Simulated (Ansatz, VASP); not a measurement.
One calculation of GaSb5, two programs

```xyz
6
Lattice="3.3156 0.0000 0.0000 -1.6578 2.8714 0.0000 0.0000 0.0000 16.6697" Properties=species:S:1:pos:R:3 pbc="T T T"
Ga    0.0000    0.0000    0.0000
Sb    1.6578    0.9571   14.0078
Sb    0.0000    0.0000   11.1721
Sb    1.6578    0.9571    8.3348
Sb    0.0000    0.0000    5.4976
Sb    1.6578    0.9571    2.6618
```

Change from the starting cell: species swapped into the Mg5Cd type (P-6m2, No. 187).

Alike in both runs: functional PBE; k mesh 6 × 6 × 1; occupations gaussian, width 0.1 eV; no spin polarisation.

Ansatz relaxed the structure, and its values are those at the end. VASP's run is a single point on that final structure, the one shown.

|  | VASP | Ansatz |
| --- | --- | --- |
| version | VASP 6.6.1 | Ansatz 0.2.0 |
| potentials or method | VASP PAW PBE potentials, release 64 (Ga_d, Sb), cutoff 520 eV | scalar-relativistic, plane waves, PAW |
| valence electrons in the cell | 38 | 88 |

```csv
,VASP,Ansatz,Ansatz less VASP
gap on the k mesh at the Fermi level (eV),none,none,-
pressure (GPa),-0.1,0.0,+0.11
rms of the force components (eV/Å),0.002,0.003,+0.0016
```

A gap of «none» marks a metal or a gap that the smearing closes. VASP's potentials hold 38 valence electrons a cell and Ansatz's 88, so a difference there can come from the potentials and not from the codes.

The k mesh is coarse, so the values compare programs but aren't converged. Neither program's run includes spin-orbit coupling.
